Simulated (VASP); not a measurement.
A run of VASP 6.6.1 is set up as follows.

File INCAR:

```
SYSTEM = Hf
PREC = Accurate
ENCUT = 500
EDIFF = 1E-6
ISMEAR = 0
SIGMA = 0.1
LREAL = .False.
LASPH = .True.
NELM = 120
ALGO = Normal
ISIF = 2
LWAVE = .False.
LCHARG = .False.
GGA = PE
IVDW = 12
NBANDS = 17
GGA_COMPAT = .False.
```

Contents of KPOINTS:

```
Automatic mesh
0
Gamma
  6 6 4
  0 0 0
```

POSCAR

```
Hf
1.0
    3.1966985242      0.0000000000      0.0000000000
   -1.5983492621      2.7684221302      0.0000000000
    0.0000000000      0.0000000000      5.0578000000
Hf
2
Direct
    0.3333333333      0.6666666667      0.2500000000
    0.6666666667      0.3333333333      0.7500000000
```

Potentials or basis: VASP PAW PBE potentials, release 64 (Hf_pv).

Launch:

```console
$ cat potpaw_PBE.64/Hf_pv/POTCAR > POTCAR
$ mpirun -np 1 vasp_std > vasp.out
```

Q: Predict the pressure.

A: -2.8 GPa.

Q: What does it give for the band gap on the k mesh?

A: Zero (band 10 reaches 6.09 eV, above the bottom of band 11 at 4.72 eV).

Q: What does it give for the dispersion energy per atom?

A: -0.450 eV.

Stress tensor (GPa, compression positive):
```
-3.09  0.00  0.00
 0.00 -3.09  0.00
 0.00  0.00 -2.31
```

Caveat: the k points lie up to 0.38 Å⁻¹ apart; spin-orbit coupling is left out, which moves the levels of the heavy elements; pairwise dispersion overbinds metals, which lowers pressure and volume.
